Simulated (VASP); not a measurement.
# TiO2 (P4_2/mnm) in VASP: further runs

Runs on TiO2. Level: PBEsol. Tasks: relaxation of cell and atoms.

Program: VASP 6.6.1. These are calculated values, not measurements. Logs are shortened: lines on timing, memory, paths and dates and some standing lists are left out, and cuts for length are marked.

## 1. The cell of the first run

Symmetry: P4_2/mnm, No. 136, tetragonal system. Conventional cell: a = 4.591 Å, b = 4.591 Å, c = 2.939 Å, α = 90.00°, β = 90.00°, γ = 90.00°. Within 2.6 Å of Ti (site symmetry mmm) lie 6 O at 1.94 to 1.98 Å. O (site symmetry m2m) has 3 Ti at 1.94 to 1.98 Å and 1 O at 2.54 Å within 2.6 Å.

## 2. Relaxation of cell and atoms, PBEsol, target pressure 4 GPa, at which the enthalpy is minimised

Contents of INCAR:

```
ALGO = Normal
EDIFF = 1E-6
EDIFFG = -0.002
ENCUT = 600
GGA = PS
IBRION = 2
ISIF = 3
ISMEAR = 0
LASPH = T
LCHARG = F
LREAL = F
LWAVE = F
NELM = 80
NSW = 100
PREC = Accurate
PSTRESS = 40.0
SIGMA = 0.01
```

Contents of KPOINTS:

```
k-points
0
Gamma
  6 6 8
```

Contents of POSCAR:

```
TiO2
1.0
    4.5912577569      0.0000000000      0.0000000000
    0.0000000000      4.5912577569      0.0000000000
    0.0000000000      0.0000000000      2.9389898555
Ti O
2 4
Direct
    0.0000000000      0.0000000000      0.0000000000
    0.5000000000      0.5000000000      0.5000000000
    0.3044381815      0.3044381815      0.0000000000
    0.1955618185      0.8044381815      0.5000000000
    0.6955618185      0.6955618185      0.0000000000
    0.8044381815      0.1955618185      0.5000000000
```

Potentials or basis: VASP PAW PBE potentials, release 64 (Ti_sv, O).

On the command line:

```
$ cat potpaw_PBE.64/Ti_sv/POTCAR potpaw_PBE.64/O/POTCAR > POTCAR
$ mpirun -np 1 vasp_std > vasp.out
```

OUTCAR:

```text
EDIFF = 1E-6
   EDIFFG = -0.002
   ENCUT = 600
   GGA = PS
   IBRION = 2
   ISIF = 3
   ISMEAR = 0
   LASPH = T
   LREAL = F
   NELM = 80
   NSW = 100
   PREC = Accurate
   PSTRESS = 40.0

 ion  position               nearest neighbor table
   1  0.000  0.000  0.000-   4 1.94   6 1.94   4 1.94   6 1.94   5 1.98   3 1.98
   2  0.500  0.500  0.500-   3 1.94   5 1.94   3 1.94   5 1.94   4 1.98   6 1.98
   3  0.304  0.304  0.000-   2 1.94   2 1.94   1 1.98
   4  0.196  0.804  0.500-   1 1.94   1 1.94   2 1.98
   5  0.696  0.696  0.000-   2 1.94   2 1.94   1 1.98
   6  0.804  0.196  0.500-   1 1.94   1 1.94   2 1.98

  LATTYP: Found a simple tetragonal cell.
 ALAT       =     4.5912577569
 C/A-ratio  =     0.6401273923

  Lattice vectors:

 A1 = (   4.5912577569,   0.0000000000,   0.0000000000)
 A2 = (   0.0000000000,   4.5912577569,   0.0000000000)
 A3 = (   0.0000000000,   0.0000000000,   2.9389898555)

Analysis of symmetry for initial positions (statically):
=====================================================================
 Subroutine PRICEL returns:
 Original cell was already a primitive cell.

 Routine SETGRP: Setting up the symmetry group for a
 simple tetragonal supercell.

 Subroutine GETGRP returns: Found 16 space group operations
 (whereof  8 operations were pure point group operations)
 out of a pool of 16 trial point group operations.

The static configuration has the point symmetry D_2h.
 The point group associated with its full space group is D_4h.

Analysis of symmetry for dynamics (positions and initial velocities):
=====================================================================
 Subroutine PRICEL returns:
 Original cell was already a primitive cell.

 Routine SETGRP: Setting up the symmetry group for a
 simple tetragonal supercell.

 Subroutine GETGRP returns: Found 16 space group operations
 (whereof  8 operations were pure point group operations)
 out of a pool of 16 trial point group operations.

The dynamic configuration has the point symmetry D_2h.
 The point group associated with its full space group is D_4h.

 Subroutine INISYM returns: Found 16 space group operations
 (whereof  8 operations are pure point group operations),
 and found     1 'primitive' translations

----------------------------------------------------------------------------------------
[... 111 lines left out ...]
   PSTRESS=   40.0 pullay stress
   NELECT =      48.0000    total number of electrons
   NUPDOWN=      -1.0000    fix difference up-down
   EMIN   =  10.00;   EMAX   =-10.00  energy-range for DOS
   EFERMI =   0.00;   METHOD = LEGACY
   ISMEAR =     0;   SIGMA  =   0.01  broadening in eV -4-tet -1-fermi 0-gaus
   EFERMI_NEDOS =   21; number of points for ismear=-14 and -15
   IALGO  =     38    algorithm
   IMIX   =      4    mixing-type and parameters
     AMIX     =   0.40;   BMIX     =  1.00
     AMIX_MAG =   1.60;   BMIX_MAG =  1.00
  volume/ion in A,a.u.               =      10.33        69.68
  Fermi-wavevector in a.u.,A,eV,Ry     =   1.503608  2.841408 30.760574  2.260838
  Thomas-Fermi vector in A             =   2.614696
   LORBIT       =      0    0 simple, 1 ext, 2 COOP (PROOUT), +10 PAW based schemes
   GGA     = PS    functional components
   LHFCALC =     F    Hartree Fock is set to
   AEXX    =    0.0000 exact exchange contribution
   IVDW    =     0    specifies the selected vdW correction
   LEPSILON=     F    determine dielectric tensor
   LRPA    =     F    only Hartree local field effects (RPA)
 conjugate gradient relaxation of ions
 non-spin polarized calculation
 Gauss-broadening in eV      SIGMA  =   0.01
  energy-cutoff  :      600.00
  volume of cell :       61.95
 maximum number of plane-waves:      2096
 NGX is ok and might be reduce to    40
   NGX = 19   NGY = 19   NGZ = 11

--------------------------------------- Ionic step        1  -------------------------------------------

 number of electron      47.9999991 magnetization

 Free energy of the ion-electron system (eV)
  ---------------------------------------------------
  ext. energy  EPLUGINS =         0.00000000
  ---------------------------------------------------
  free energy    TOTEN  =       -56.10629365 eV

  energy without entropy =      -56.10629365  energy(sigma->0) =      -56.10629365

------------------------ aborting loop because EDIFF is reached ----------------------------------------

  FORCE on cell =-STRESS in cart. coord.  units (eV):
  Direction    XX          YY          ZZ          XY          YZ          ZX
  --------------------------------------------------------------------------------------
  -------------------------------------------------------------------------------------
  Total        0.1357881      0.1357881      0.2472642      0.0000000      0.0000000      0.0000000
  in kB        3.5116458      3.5116458      6.3945563      0.0000000      0.0000000      0.0000000
  external PRESSURE =     -35.5273840 kB  Pullay stress =      40.0000000 kB
[... 109 lines left out ...]
  energy  without entropy=      -56.0942666027  energy(sigma->0) =      -56.09426660

  enthalpy is  TOTEN    =       -54.5695741288 eV   P V=        1.5246924739

[... ionic steps 4 to 19 ...]

--------------------------------------- Ionic step       20  -------------------------------------------

 number of electron      47.9999997 magnetization

------------------------ aborting loop because EDIFF is reached ----------------------------------------
[... 79 lines left out ...]
--------------------------------------- Ionic step       22  -------------------------------------------

 number of electron      47.9999997 magnetization

 Free energy of the ion-electron system (eV)
  ---------------------------------------------------
  ext. energy  EPLUGINS =         0.00000000
  ---------------------------------------------------
  free energy    TOTEN  =       -56.09347826 eV

  energy without entropy =      -56.09347826  energy(sigma->0) =      -56.09347826

 E-fermi :   5.2167     XC(G=0): -11.8303

 val. band max:        4.9915146436   @ k =   0.0000   0.0000   0.0000
 cond. band min:       6.8359664854   @ k =   0.0000   0.0000   0.0000
 fundamental gap:      1.8444518418
 Fermi energy:         5.2167346821

 k-point     1 :       0.0000    0.0000    0.0000
  band No.  band energies     occupation
      1     -51.6107      2.00000
      2     -51.5906      2.00000
      3     -28.0581      2.00000
      4     -28.0581      2.00000
      5     -27.8726      2.00000
      6     -27.8726      2.00000
[... 733 lines left out ...]
     27       8.2434      0.00000
     28       8.2434      0.00000

 [... further k-points ...]
[... 5 lines left out ...]
  --------------------------------------------------------------------------------------
  -------------------------------------------------------------------------------------
  Total        1.5218863      1.5218863      1.5289914      0.0000000      0.0000000      0.0000000
  in kB       39.9794497     39.9794497     40.1660982      0.0000000      0.0000000      0.0000000
  external PRESSURE =       0.0416659 kB  Pullay stress =      40.0000000 kB
[... 25 lines left out ...]
  energy  without entropy=      -56.0934782597  energy(sigma->0) =      -56.09347826

  enthalpy is  TOTEN    =       -54.5708096307 eV   P V=        1.5226686291

 reached required accuracy - stopping structural energy minimisation
```

Wall time 22 min (1 thread of AMD EPYC 7R13, shared host); peak memory 0.22 GiB.

Results:

- Free energy: -56.0935 eV
- Relaxed volume: 10.16 Å³/atom
- Relaxed cell: a = 4.561 Å, b = 4.561 Å, c = 2.932 Å, α = 90.00°, β = 90.00°, γ = 90.00°
- Space group after relaxing (to 0.05 Å): P4_2/mnm (No. 136)
- Energy change on relaxing (the enthalpy is what falls): +2.1 meV/atom
- Ionic steps: 22
- Pressure after relaxing: 4.0 GPa
- Band gap on the k mesh: 1.84 eV, direct

The path:
```csv
step,energy change (eV),largest force (eV/Å),pressure (GPa),volume (Å³)
1,0.0000,0.0232,0.45,61.95
2,0.0583,0.1717,9.10,59.92
3,0.0120,0.0864,4.03,61.07
4,0.0126,0.0046,3.97,61.00
5,0.0128,0.0069,3.99,60.99
6,0.0128,0.0048,4.01,60.99
7,0.0127,0.0002,3.98,61.00
8,0.0127,0.0023,4.01,60.99
9,0.0126,0.0011,3.97,61.00
10,0.0125,0.0022,3.98,61.00
11,0.0124,0.0041,3.95,61.01
12,0.0125,0.0026,3.94,61.00
13,0.0125,0.0018,3.95,61.00
14,0.0125,0.0016,3.95,61.00
15,0.0130,0.0042,4.01,60.98
16,0.0130,0.0036,4.05,60.98
17,0.0127,0.0028,4.00,60.99
18,0.0127,0.0026,4.01,60.99
19,0.0126,0.0024,3.98,61.00
20,0.0127,0.0028,3.99,60.99
21,0.0127,0.0031,3.99,60.99
22,0.0128,0.0003,4.00,60.99
```

Final structure:
```cif
data_structure
_symmetry_space_group_name_H-M 'P 1'
_symmetry_Int_Tables_number 1
_cell_length_a 4.5608
_cell_length_b 4.5608
_cell_length_c 2.9320
_cell_angle_alpha 90.000
_cell_angle_beta 90.000
_cell_angle_gamma 90.000
_cell_volume 60.99
loop_
_atom_site_label
_atom_site_type_symbol
_atom_site_fract_x
_atom_site_fract_y
_atom_site_fract_z
_atom_site_occupancy
Ti1 Ti 0.00000 0.00000 0.00000 1
Ti2 Ti 0.50000 0.50000 0.50000 1
O1 O 0.30376 0.30376 0.00000 1
O2 O 0.19624 0.80376 0.50000 1
O3 O 0.69624 0.69624 0.00000 1
O4 O 0.80376 0.19624 0.50000 1
```

Caveat: the cell is relaxed towards a set pressure, so the enthalpy falls and the energy may rise; the PAW data sets were made with another functional, which shifts forces and pressure a little. A k mesh can miss the band edges.

## 3. Relaxation of cell and atoms, PBEsol, target pressure 7 GPa, at which the enthalpy is minimised

Contents of INCAR:

```
SYSTEM = TiO2
PREC = Accurate ; ENCUT = 600
EDIFF = 1E-7 ; ISMEAR = 0
SIGMA = 0.01 ; LREAL = .FALSE.
LASPH = .TRUE. ; NELM = 60
ALGO = Normal ; ISIF = 3
LWAVE = .FALSE. ; LCHARG = .FALSE.
GGA = PS ; IBRION = 2
NSW = 100 ; EDIFFG = -0.002
PSTRESS = 70.0
```

Contents of KPOINTS:

```
Automatic mesh
0
G
  6 6 8
  0 0 0
```

POSCAR is that of step 2.

Potentials or basis: VASP PAW PBE potentials, release 64 (Ti_sv, O).

On the command line:

```
$ cat potpaw_PBE.64/Ti_sv/POTCAR potpaw_PBE.64/O/POTCAR > POTCAR
$ mpirun -np 1 vasp_std > vasp.out
```

OUTCAR:

```text
SYSTEM = TiO2
   PREC = Accurate
   ENCUT = 600
   EDIFF = 1E-7
   ISMEAR = 0
   LREAL = .FALSE.
   LASPH = .TRUE.
   NELM = 60
   ISIF = 3
   GGA = PS
   IBRION = 2
   NSW = 100
   EDIFFG = -0.002
   PSTRESS = 70.0

 ion  position               nearest neighbor table
   1  0.000  0.000  0.000-   4 1.94   6 1.94   4 1.94   6 1.94   5 1.98   3 1.98
   2  0.500  0.500  0.500-   3 1.94   5 1.94   3 1.94   5 1.94   4 1.98   6 1.98
   3  0.304  0.304  0.000-   2 1.94   2 1.94   1 1.98
   4  0.196  0.804  0.500-   1 1.94   1 1.94   2 1.98
   5  0.696  0.696  0.000-   2 1.94   2 1.94   1 1.98
   6  0.804  0.196  0.500-   1 1.94   1 1.94   2 1.98

  LATTYP: Found a simple tetragonal cell.
 ALAT       =     4.5912577569
 C/A-ratio  =     0.6401273923

  Lattice vectors:

 A1 = (   4.5912577569,   0.0000000000,   0.0000000000)
 A2 = (   0.0000000000,   4.5912577569,   0.0000000000)
 A3 = (   0.0000000000,   0.0000000000,   2.9389898555)

Analysis of symmetry for initial positions (statically):
=====================================================================
 Subroutine PRICEL returns:
 Original cell was already a primitive cell.

 Routine SETGRP: Setting up the symmetry group for a
[... 178 lines left out ...]
  free energy    TOTEN  =       -56.10629358 eV

  energy without entropy =      -56.10629358  energy(sigma->0) =      -56.10629358

------------------------ aborting loop because EDIFF is reached ----------------------------------------

  FORCE on cell =-STRESS in cart. coord.  units (eV):
  Direction    XX          YY          ZZ          XY          YZ          ZX
  --------------------------------------------------------------------------------------
  -------------------------------------------------------------------------------------
  Total        0.1404853      0.1404853      0.2493646      0.0000000      0.0000000      0.0000000
  in kB        3.6331216      3.6331216      6.4488755      0.0000000      0.0000000      0.0000000
  external PRESSURE =     -65.4282938 kB  Pullay stress =      70.0000000 kB
[... 239 lines left out ...]
--------------------------------------- Ionic step        7  -------------------------------------------

 number of electron      48.0000000 magnetization

 Free energy of the ion-electron system (eV)
  ---------------------------------------------------
  ext. energy  EPLUGINS =         0.00000000
  ---------------------------------------------------
  free energy    TOTEN  =       -56.06827390 eV

  energy without entropy =      -56.06827390  energy(sigma->0) =      -56.06827390

 E-fermi :   5.2066     XC(G=0): -11.8978

 val. band max:        5.1347830822   @ k =   0.0000   0.0000   0.0000
 cond. band min:       6.9899118844   @ k =   0.0000   0.0000   0.0000
 fundamental gap:      1.8551288022
 Fermi energy:         5.2065901242

 k-point     1 :       0.0000    0.0000    0.0000
  band No.  band energies     occupation
      1     -51.4434      2.00000
      2     -51.4218      2.00000
      3     -27.9043      2.00000
      4     -27.9043      2.00000
      5     -27.7094      2.00000
      6     -27.7094      2.00000
[... 733 lines left out ...]
     27       8.4171      0.00000
     28       8.4171      0.00000

 [... further k-points ...]
[... 5 lines left out ...]
  --------------------------------------------------------------------------------------
  -------------------------------------------------------------------------------------
  Total        2.6400079      2.6400079      2.6435061      0.0000000      0.0000000      0.0000000
  in kB       70.1980926     70.1980926     70.2911092      0.0000000      0.0000000      0.0000000
  external PRESSURE =       0.2290981 kB  Pullay stress =      70.0000000 kB
[... 25 lines left out ...]
  energy  without entropy=      -56.0682738990  energy(sigma->0) =      -56.06827390

  enthalpy is  TOTEN    =       -53.4357158139 eV   P V=        2.6325580850

 reached required accuracy - stopping structural energy minimisation
```

OSZICAR:

```text
N       E                     dE             d eps       ncg     rms          rms(c)
DAV:   1     0.717481088838E+03    0.71748E+03   -0.27250E+04  2800   0.223E+03
[... 71 lines left out ...]
   6 F= -.53435715E+02 E0= -.53435715E+02  d E =-.261699E-04
       N       E                     dE             d eps       ncg     rms          rms(c)
DAV:   1    -0.560682764843E+02    0.84290E-04   -0.48283E-04  2828   0.217E-01    0.146E-02
DAV:   2    -0.560682749664E+02    0.15179E-05   -0.21350E-05  3208   0.400E-02    0.815E-03
DAV:   3    -0.560682740329E+02    0.93352E-06   -0.33315E-06  3528   0.139E-02    0.335E-03
DAV:   4    -0.560682738698E+02    0.16312E-06   -0.83741E-07  3328   0.845E-03    0.117E-03
DAV:   5    -0.560682738990E+02   -0.29161E-07   -0.89769E-08  1680   0.322E-03
   7 F= -.53435716E+02 E0= -.53435716E+02  d E =-.274191E-04
```

Run time: 15 min. Hardware: 1 thread of AMD EPYC 7R13, shared host; peak memory 0.22 GiB.

What came out:

- Free energy: -56.0683 eV
- Relaxed volume: 10.04 Å³/atom
- Relaxed cell: a = 4.539 Å, b = 4.539 Å, c = 2.925 Å, α = 90.00°, β = 90.00°, γ = 90.00°
- Space group after relaxing (to 0.05 Å): P4_2/mnm (No. 136)
- Energy change on relaxing (the enthalpy is what falls): +6.3 meV/atom
- Ionic steps: 7
- Pressure after relaxing: 7.0 GPa
- Band gap on the k mesh: 1.86 eV, direct

The path:
```csv
step,energy change (eV),largest force (eV/Å),pressure (GPa),volume (Å³)
1,0.0000,0.0230,0.46,61.95
2,0.1968,0.3305,17.60,58.25
3,0.0351,0.1459,6.99,60.40
4,0.0372,0.0017,6.99,60.27
5,0.0377,0.0104,6.99,60.26
6,0.0379,0.0023,7.01,60.26
7,0.0380,0.0000,7.02,60.25
```

Final structure:
```
Ti O
1.0
     4.53876    0.00000    0.00000
     0.00000    4.53876    0.00000
     0.00000    0.00000    2.92493
Ti O
2 4
Direct
  0.00000 0.00000 0.00000
  0.50000 0.50000 0.50000
  0.30340 0.30340 0.00000
  0.19660 0.80340 0.50000
  0.69660 0.69660 0.00000
  0.80340 0.19660 0.50000
```

Levels at points of the mesh, in eV from the valence-band top:
```csv
k point,band 21,band 22,band 23,band 24,band 25,band 26,band 27,band 28
"(0.00, 0.00, 0.00)",-0.73,-0.48,-0.48,0.00,1.86,2.14,2.42,2.55
"(0.50, 0.00, 0.00)",-1.74,-1.74,-0.80,-0.80,2.57,2.57,3.14,3.14
"(0.50, 0.50, 0.00)",-1.36,-1.36,-1.13,-1.13,1.89,1.89,2.57,2.57
"(0.00, 0.00, 0.50)",-2.60,-2.60,-1.48,-1.48,3.09,3.09,3.29,3.29
"(0.50, 0.00, 0.50)",-2.15,-2.15,-1.12,-1.12,1.90,1.90,3.31,3.31
"(0.50, 0.50, 0.50)",-1.41,-1.41,-0.68,-0.68,2.67,2.67,3.27,3.27
```

Caveat: the cell is relaxed towards a set pressure, so the enthalpy falls and the energy may rise; the PAW data sets were made with another functional, which shifts forces and pressure a little. Expect the measured gap to be larger: semilocal functionals such as PBEsol lack the derivative discontinuity.

(Continued in part 2 of 2.)
